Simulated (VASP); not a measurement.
Input of a VASP 6.6.1 run:

POSCAR

```
CaSe
1.0
    0.0000000000      3.2795613675      3.2795613675
    3.2795613675      0.0000000000      3.2795613675
    3.2795613675      3.2795613675      0.0000000000
Ca Se
1 1
Direct
    0.0000000000      0.0000000000      0.0000000000
    0.2500000000      0.2500000000      0.2500000000
```

Contents of INCAR.step1:

```
PREC = Accurate
ENCUT = 520
ISMEAR = -1
SIGMA = 0.2
LREAL = F
LASPH = T
NELM = 60
NBANDS = 15
GGA = PE
ALGO = Normal
EDIFF = 1E-4
LWAVE = T
LCHARG = F
```

Contents of INCAR.step2:

```
PREC = Accurate
ENCUT = 520
EDIFF = 1E-7
ISMEAR = -1
SIGMA = 0.2
LREAL = F
LASPH = T
NELM = 60
ALGO = Normal
ISIF = 2
LWAVE = F
LCHARG = F
METAGGA = R2SCAN
LMIXTAU = T
NBANDS = 15
ISTART = 1
```

KPOINTS

```
Automatic mesh
0
Gamma
  4 4 4
```

Potentials or basis: VASP PAW PBE potentials, release 64 (Ca_sv, Se).

The run is started by

```console
$ cat potpaw_PBE.64/Ca_sv/POTCAR potpaw_PBE.64/Se/POTCAR > POTCAR
$ cp INCAR.step1 INCAR
$ mpirun -np 1 vasp_std > vasp.out
$ cp INCAR.step2 INCAR
$ mpirun -np 1 vasp_std > vasp.out
```

(1) What does it give for the pressure?

(2) What does it give for the band gap on the k mesh?

## Answers

(1) 0.2 GPa.

(2) 3.68 eV (least direct gap 3.78 eV).

Caveat: the PAW data sets were made with another functional, which shifts forces and pressure a little.
